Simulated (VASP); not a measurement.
# Hf (P6_3/mmc) in VASP: notebook

Hf is run at these levels: PBE; tasks: single point.

All numbers are computed with VASP 6.6.1; they aren't measurements. Logs are shortened: lines on timing, memory, paths and dates and some standing lists are left out, and cuts for length are marked.

**1. The cell of the first run**

The structure is hexagonal, space group P6_3/mmc (No. 194). Conventional cell: a = 2.981 Å, b = 2.981 Å, c = 5.270 Å, α = 90.00°, β = 90.00°, γ = 120.00°. Within 3.9 Å of Hf (site symmetry -6m2) lie 12 Hf at 2.98 to 3.15 Å.

**2. Single point, PBE**

INCAR

```
PREC = Accurate ; ENCUT = 500
EDIFF = 1E-6 ; ISMEAR = 0
SIGMA = 0.15 ; LREAL = False
LASPH = True ; NELM = 120
ALGO = Normal ; ISIF = 2
LWAVE = False ; LCHARG = False
GGA = PE ; NBANDS = 17
GGA_COMPAT = False
```

KPOINTS

```
regular mesh
0
Gamma
  18 18 10
```

POSCAR

```
Hf
1.0
    2.9805000000      0.0000000000      0.0000000000
   -1.4902500000      2.5811887160      0.0000000000
    0.0000000000      0.0000000000      5.2704000000
Hf
2
Direct
    0.3333333333      0.6666666667      0.2500000000
    0.6666666667      0.3333333333      0.7500000000
```

Potentials or basis: VASP PAW PBE potentials, release 64 (Hf_pv).

Started as:

```bash
cat potpaw_PBE.64/Hf_pv/POTCAR > POTCAR
mpirun -np 1 vasp_std > vasp.out
```

OUTCAR:

```text
PREC = Accurate
   ENCUT = 500
   EDIFF = 1E-6
   ISMEAR = 0
   LREAL = False
   LASPH = True
   NELM = 120
   ISIF = 2
   GGA = PE

 ion  position               nearest neighbor table
   1  0.333  0.667  0.250-   2 3.15   2 3.15   2 3.15   2 3.15   2 3.15   2 3.15
   2  0.667  0.333  0.750-   1 3.15   1 3.15   1 3.15   1 3.15   1 3.15   1 3.15

  LATTYP: Found a hexagonal cell.
 ALAT       =     2.9805000000
 C/A-ratio  =     1.7682939104

  Lattice vectors:

 A1 = (   2.9805000000,   0.0000000000,   0.0000000000)
 A2 = (  -1.4902500000,   2.5811887160,   0.0000000000)
 A3 = (   0.0000000000,   0.0000000000,   5.2704000000)

Analysis of symmetry for initial positions (statically):
=====================================================================
 Subroutine PRICEL returns:
 Original cell was already a primitive cell.

 Routine SETGRP: Setting up the symmetry group for a
 hexagonal supercell.

 Subroutine GETGRP returns: Found 24 space group operations
 (whereof 12 operations were pure point group operations)
 out of a pool of 24 trial point group operations.

The static configuration has the point symmetry D_3d.
 The point group associated with its full space group is D_6h.

Analysis of symmetry for dynamics (positions and initial velocities):
=====================================================================
 Subroutine PRICEL returns:
 Original cell was already a primitive cell.

 Routine SETGRP: Setting up the symmetry group for a
 hexagonal supercell.

 Subroutine GETGRP returns: Found 24 space group operations
 (whereof 12 operations were pure point group operations)
 out of a pool of 24 trial point group operations.

The dynamic configuration has the point symmetry D_3d.
 The point group associated with its full space group is D_6h.

 Subroutine INISYM returns: Found 24 space group operations
 (whereof 12 operations are pure point group operations),
 and found     1 'primitive' translations

----------------------------------------------------------------------------------------

                                     Primitive cell

  volume of cell :      40.5464

  direct lattice vectors                    reciprocal lattice vectors
     2.980500000  0.000000000  0.000000000     0.335514175  0.193709200  0.000000000
    -1.490250000  2.581188716  0.000000000     0.000000000  0.387418399  0.000000000
     0.000000000  0.000000000  5.270400000     0.000000000  0.000000000  0.189738919

  length of vectors
     2.980500000  2.980500000  5.270400000     0.387418399  0.387418399  0.189738919

  position of ions in fractional coordinates (direct lattice)
     0.333333333  0.666666667  0.250000000
     0.666666667  0.333333333  0.750000000

  ion indices of the primitive-cell ions
   primitive index   ion index
                 1           1
                 2           2

----------------------------------------------------------------------------------------

 KPOINTS: regular mesh

Automatic generation of k-mesh.
 Grid dimensions read from file:
 generate k-points for:   18   18   10

 Generating k-lattice:

  Cartesian coordinates                     Fractional coordinates (reciprocal lattice)
     0.018639676  0.010761622  0.000000000     0.055555556  0.000000000  0.000000000
     0.000000000  0.021523244  0.000000000     0.000000000  0.055555556  0.000000000
     0.000000000  0.000000000  0.018973892     0.000000000  0.000000000  0.100000000

  Length of vectors
     0.021523244  0.021523244  0.018973892

  Shift w.r.t. Gamma in fractional coordinates (k-lattice)
     0.000000000  0.000000000  0.000000000

 Subroutine IBZKPT returns following result:
 ===========================================

 Found    222 irreducible k-points:

 Following reciprocal coordinates:
            Coordinates               Weight
  0.000000  0.000000  0.000000      1.000000
  0.055556 -0.000000  0.000000      6.000000
  0.111111 -0.000000  0.000000      6.000000
  0.166667 -0.000000  0.000000      6.000000
  0.222222  0.000000  0.000000      6.000000
  0.277778  0.000000  0.000000      6.000000
[... 16 lines left out ...]
  0.333333  0.111111  0.000000     12.000000
  0.388889  0.111111  0.000000     12.000000
 [... further k-points ...]
   k-points           NKPTS =    222   k-points in BZ     NKDIM =    222   number of bands    NBANDS=     17
   number of dos      NEDOS =    301   number of ions     NIONS =      2
   total plane-waves  NPLWV =  23040
   dimension x,y,z NGX =    24 NGY =   24 NGZ =   40
   dimension x,y,z NGXF=    48 NGYF=   48 NGZF=   80
   ions per type =               2
   NGX,Y,Z   is equivalent  to a cutoff of  13.39, 13.39, 12.62 a.u.
   NGXF,Y,Z  is equivalent  to a cutoff of  26.77, 26.77, 25.23 a.u.
 SYSTEM =  unknown system
   PREC   = accura    normal or accurate (medium, high low for compatibility)
   ISTART =      0    job   : 0-new  1-cont  2-samecut
   ICHARG =      2    charge: 1-file 2-atom 10-const
   ISPIN  =      1    spin polarized calculation?
   LNONCOLLINEAR =      F non collinear calculations
   LSORBIT =      F    spin-orbit coupling
   LASPH  =      T    aspherical Exc in radial PAW
   ENCUT  =  500.0 eV  36.75 Ry    6.06 a.u.   5.43  5.43  9.61*2*pi/ulx,y,z
   NELM   =    120;   NELMIN=  2; NELMDL= -5     # of ELM steps
   EDIFF  = 0.1E-05   stopping-criterion for ELM
   LREAL  =      F    real-space projection
   EDIFFG = 0.1E-04   stopping-criterion for IOM
   NSW    =      0    number of steps for IOM
   IBRION =     -1    ionic relax: 0-MD 1-quasi-New 2-CG
   NFREE  =      0    steps in history (QN), initial steepest desc. (CG)
   ISIF   =      2    stress and relaxation
   ISYM   =      2    0-nonsym 1-usesym 2-fastsym
   POTIM  = 0.5000    time-step for ionic-motion
   TEBEG  =    0.0;   TEEND  =   0.0 temperature during run
   PSTRESS=    0.0 pullay stress
   NELECT =      20.0000    total number of electrons
   NUPDOWN=      -1.0000    fix difference up-down
   EMIN   =  10.00;   EMAX   =-10.00  energy-range for DOS
   EFERMI =   0.00;   METHOD = LEGACY
   ISMEAR =     0;   SIGMA  =   0.15  broadening in eV -4-tet -1-fermi 0-gaus
   EFERMI_NEDOS =   21; number of points for ismear=-14 and -15
   IALGO  =     38    algorithm
   IMIX   =      4    mixing-type and parameters
     AMIX     =   0.40;   BMIX     =  1.00
     AMIX_MAG =   1.60;   BMIX_MAG =  1.00
  volume/ion in A,a.u.               =      20.27       136.81
  Fermi-wavevector in a.u.,A,eV,Ry     =   1.293503  2.444366 22.764578  1.673149
  Thomas-Fermi vector in A             =   2.425144
   LORBIT       =      0    0 simple, 1 ext, 2 COOP (PROOUT), +10 PAW based schemes
   GGA     = PE    functional components
   LHFCALC =     F    Hartree Fock is set to
   AEXX    =    0.0000 exact exchange contribution
   IVDW    =     0    specifies the selected vdW correction
   LEPSILON=     F    determine dielectric tensor
   LRPA    =     F    only Hartree local field effects (RPA)
 non-spin polarized calculation
 Gauss-broadening in eV      SIGMA  =   0.15
  energy-cutoff  :      500.00
  volume of cell :       40.55
 maximum number of plane-waves:      1063
 NGX is ok and might be reduce to    24
   NGX = 11   NGY = 11   NGZ = 19

 number of electron      19.9999995 magnetization

 Free energy of the ion-electron system (eV)
  ---------------------------------------------------
  ext. energy  EPLUGINS =         0.00000000
  ---------------------------------------------------
  free energy    TOTEN  =       -19.55498142 eV

  energy without entropy =      -19.53506621  energy(sigma->0) =      -19.54502382

 E-fermi :   5.5584     XC(G=0): -11.7334

 val. band max:        5.5537737410   @ k =   0.1667   0.1667   0.4000
 cond. band min:       5.5595021042   @ k =   0.2778   0.2778   0.5000
 fundamental gap:      0.0057283633
 Fermi energy:         5.5583919986

 k-point     1 :       0.0000    0.0000    0.0000
  band No.  band energies     occupation
      1     -25.2394      2.00000
      2     -24.3108      2.00000
      3     -24.2194      2.00000
      4     -24.2194      2.00000
      5     -24.1264      2.00000
      6     -24.1264      2.00000
[... 9 lines left out ...]
     16       9.4786      0.00000
     17      11.7466      0.00000

 k-point     2 :       0.0556   -0.0000    0.0000
  band No.  band energies     occupation
      1     -25.2283      2.00000
      2     -24.3122      2.00000
      3     -24.2544      2.00000
      4     -24.2289      2.00000
      5     -24.1624      2.00000
      6     -24.1324      2.00000
[... 9 lines left out ...]
     16       9.3619      0.00000
     17      11.8140      0.00000

 k-point     3 :       0.1111   -0.0000    0.0000
  band No.  band energies     occupation
      1     -25.1959      2.00000
      2     -24.3546      2.00000
      3     -24.3167      2.00000
      4     -24.2644      2.00000
      5     -24.2559      2.00000
      6     -24.1503      2.00000
[... 9 lines left out ...]
     16       9.0670      0.00000
     17      11.9652      0.00000

 k-point     4 :       0.1667   -0.0000    0.0000
  band No.  band energies     occupation
      1     -25.1445      2.00000
      2     -24.5066      2.00000
      3     -24.4161      2.00000
      4     -24.3253      2.00000
      5     -24.2963      2.00000
      6     -24.1782      2.00000
[... 9 lines left out ...]
     16       8.6905      0.00000
     17      12.1188      0.00000
[... 343 lines left out ...]
      1     -25.0466      2.00000
      2     -24.9542      2.00000
      3     -24.8966      2.00000
      4     -24.4964      2.00000
      5     -24.3958      2.00000
      6     -24.3589      2.00000
[... 9 lines left out ...]
     16      11.8282      0.00000
     17      11.9060      0.00000

 k-point    23 :       0.3333    0.1111    0.0000
  band No.  band energies     occupation
      1     -25.1743      2.00000
      2     -25.0613      2.00000
      3     -24.8214      2.00000
      4     -24.5474      2.00000
      5     -24.4297      2.00000
      6     -24.3954      2.00000
[... 9 lines left out ...]
     16      11.7813      0.00000
     17      12.9640      0.00000

 k-point    24 :       0.3889    0.1111    0.0000
  band No.  band energies     occupation
      1     -25.2564      2.00000
      2     -25.1305      2.00000
      3     -24.7617      2.00000
      4     -24.5803      2.00000
      5     -24.4623      2.00000
      6     -24.4192      2.00000
[... 9 lines left out ...]
     16      12.0083      0.00000
     17      13.8500      0.00000

 [... further k-points ...]

------------------------ aborting loop because EDIFF is reached ----------------------------------------

  FORCE on cell =-STRESS in cart. coord.  units (eV):
  Direction    XX          YY          ZZ          XY          YZ          ZX
  --------------------------------------------------------------------------------------
  -------------------------------------------------------------------------------------
  Total        4.4457722      4.4457722      0.9011477      0.0000000     -0.0000000      0.0000000
  in kB      175.6731239    175.6731239     35.6085342      0.0000000     -0.0000000      0.0000000
  external PRESSURE =     128.9849273 kB  Pullay stress =       0.0000000 kB

 VOLUME and BASIS-vectors are now :
 -----------------------------------------------------------------------------
  energy-cutoff  :      500.00
  volume of cell :       40.55
      direct lattice vectors                 reciprocal lattice vectors
     2.980500000  0.000000000  0.000000000     0.335514175  0.193709200  0.000000000
    -1.490250000  2.581188716  0.000000000     0.000000000  0.387418399  0.000000000
     0.000000000  0.000000000  5.270400000     0.000000000  0.000000000  0.189738919

 POSITION                                       TOTAL-FORCE (eV/Angst)
 -----------------------------------------------------------------------------------
     -0.00000      1.72079      1.31760        -0.000000      0.000000      0.000000
      1.49025      0.86040      3.95280         0.000000     -0.000000      0.000000
 -----------------------------------------------------------------------------------
    total drift:                                0.000000     -0.000000      0.000000

  FREE ENERGIE OF THE ION-ELECTRON SYSTEM (eV)
  ---------------------------------------------------
  free  energy   TOTEN  =       -19.5549814247 eV

  energy  without entropy=      -19.5350662149  energy(sigma->0) =      -19.54502382
```

It took 2 min on 1 thread of Intel Xeon Platinum 8259CL at 2.50GHz (Skylake/Cascade Lake), shared host; peak memory 0.25 GiB.

What came out:

| Item | Value |
| --- | --- |
| Free energy | -19.5550 eV |
| Pressure | 12.9 GPa |
| Band gap on the k mesh | zero (bands 10 and 11 overlap by 0.82 eV) |

Caveat: the stress differs along the axes, from 4 to 18 GPa; spin-orbit coupling is left out, which moves the levels of the heavy elements.

[end of part 1 of 2]

The gap in the log of VASP goes by the Fermi energy; the results here count the filled bands.